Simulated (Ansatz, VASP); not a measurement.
# Two plane-wave programs on Ti

```
Ti
1.0
     2.93897    0.00000    0.00000
    -1.46948    2.54522    0.00000
     0.00000    0.00000    4.64956
Ti
2
Direct
  0.00000 0.00000 0.00000
  0.33333 0.66667 0.50000
```

Alike in both runs: functional PBE; k mesh 18 × 18 × 10; occupations gaussian, width 0.1 eV; no spin polarisation.

Ansatz relaxed the structure, and its values are those at the end. VASP's run is a single point on that final structure, the one shown.

|  | VASP | Ansatz |
| --- | --- | --- |
| version | VASP 6.6.1 | Ansatz 0.2.0 |
| potentials or method | VASP PAW PBE potentials, release 64 (Ti_sv), cutoff 520 eV | scalar-relativistic, plane waves, PAW |
| valence electrons in the cell | 24 | 24 |

```csv
,VASP,Ansatz,Ansatz less VASP
gap on the k mesh at the Fermi level (eV),none,none,-
pressure (GPa),-0.6,0.0,+0.60
```

A gap of «none» marks a metal or a gap that the smearing closes. The functional is the same, so the differences come from potentials, cutoffs and numerics.
